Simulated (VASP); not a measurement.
GaN:

```
CELL_PARAMETERS angstrom
2.48878 0.00000 0.00000
-1.24439 2.15535 0.00000
0.00000 0.00000 2.40339
ATOMIC_POSITIONS crystal
Ga 0.66667 0.33333 0.00000
N 0.33333 0.66667 0.50000
```

| Item | Value |
| --- | --- |
| Program | VASP 6.6.1 |
| Task | relaxation of cell and atoms |
| Functional | PBE |
| Potentials or basis | VASP PAW PBE potentials, release 64 (Ga_d, N) |
| Cutoff | 600 eV |
| k mesh | 12 × 12 × 8 |
| Occupations | gaussian, width 0.1 eV |
| Spin | no spin polarisation |

At the start: pressure 232.8 GPa; volume 6.45 Å³/atom.

Task: Where does the relaxation end?

Result: Over 7 steps the energy falls by 1862.9 meV/atom and the volume is 10.25 Å³/atom (+59.1 %); space group P-6m2 (No. 187, to 0.1 Å) before and after.

The path:
| step | energy change (eV) | largest force (eV/Å) | pressure (GPa) | volume (Å³) |
| --- | --- | --- | --- | --- |
| 1 | 0.0000 | 0.0000 | 232.79 | 12.89 |
| 2 | -0.3013 | 0.0000 | -34.64 | 39.44 |
| 3 | -3.6102 | 0.0000 | -10.93 | 21.82 |
| 4 | -3.6467 | 0.0000 | -5.62 | 21.08 |
| 5 | -3.6569 | 0.0000 | -0.27 | 20.45 |
| 6 | -3.7207 | 0.0000 | 0.94 | 20.51 |
| 7 | -3.7257 | 0.0000 | 0.38 | 20.51 |

Final structure:
```
Ga N
1.0
     2.97284    0.00000    0.00000
    -1.48642    2.57456    0.00000
     0.00000    0.00000    2.67941
Ga N
1 1
Direct
  0.66667 0.33333 0.00000
  0.33333 0.66667 0.50000
```

Caveat: the volume moved by over 15 % at a fixed basis, so the end points are rough.
